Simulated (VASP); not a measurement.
Runs of VASP 6.6.1 on Fe. The structure is cubic, space group Im-3m (No. 229). Conventional cell: a = 2.863 Å, b = 2.863 Å, c = 2.863 Å, α = 90.00°, β = 90.00°, γ = 90.00°. Fe (site symmetry m-3m) has 14 Fe at 2.48 to 2.86 Å within 3.3 Å. 

| fixed moment (μB) | pressure (GPa) | moment (μB) |
| --- | --- | --- |
| 4.8 | (b) | 4.80 |
| - | 0.4 | 2.66 |
| 2.4 | -6.2 | 2.40 |
| 1.8 | -16.8 | 1.80 |
| 3.6 | (a) | 3.60 |

Alike in all rows: task single point; level r2SCAN; potentials or basis VASP PAW PBE potentials, release 64 (Fe); spin collinear, ferromagnetic start; cell as given; k mesh 15 × 15 × 15; cutoff (eV) 520; smearing fermi-dirac 0.1 eV.

Problem. Fill in the values left out.

Solution. (a) 34.1; (b) 110.0.

Caveats: the PAW data sets were made with another functional, which shifts forces and pressure a little; the total moment is fixed, so each spin has its own Fermi level (some runs).
